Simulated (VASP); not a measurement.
Input of a VASP 6.6.1 run:

Contents of INCAR:

```
SYSTEM = Ge
PREC = Accurate ; ENCUT = 520
EDIFF = 1E-7 ; ISMEAR = -1
SIGMA = 0.1 ; LREAL = .False.
LASPH = .True. ; NELM = 60
ALGO = Normal ; ISIF = 2
LWAVE = .False. ; LCHARG = .True.
GGA = B5 ; ALDAX = 1.0
AGGAX = 1.0 ; AGGAC = 1.0
ALDAC = 0.0 ; LELF = .True.
LVHAR = .True. ; NBANDS = 13
```

The input KPOINTS:

```
Automatic mesh
0
Gamma
  18 18 18
  0 0 0
```

POSCAR

```
Ge
1.0
    2.6807429755      0.0000000000      0.0000000000
    0.0000000000      2.6807429755      0.0000000000
    0.0000000000      0.0000000000      2.6807429755
Ge
1
Direct
    0.0000000000      0.0000000000      0.0000000000
```

Potentials or basis: VASP PAW PBE potentials, release 64 (Ge_d).

Run with:

```sh
$ cat potpaw_PBE.64/Ge_d/POTCAR > POTCAR
$ mpirun -np 1 vasp_std > vasp.out
```

Question: What does it give for the band gap on the k mesh?

Answer: Zero (band 7 reaches 13.39 eV, above the bottom of band 8 at 4.12 eV).

Question: What does it give for the pressure?

Answer: 8.4 GPa.

Caveat: the PAW data sets were made with another functional, which shifts forces and pressure a little.
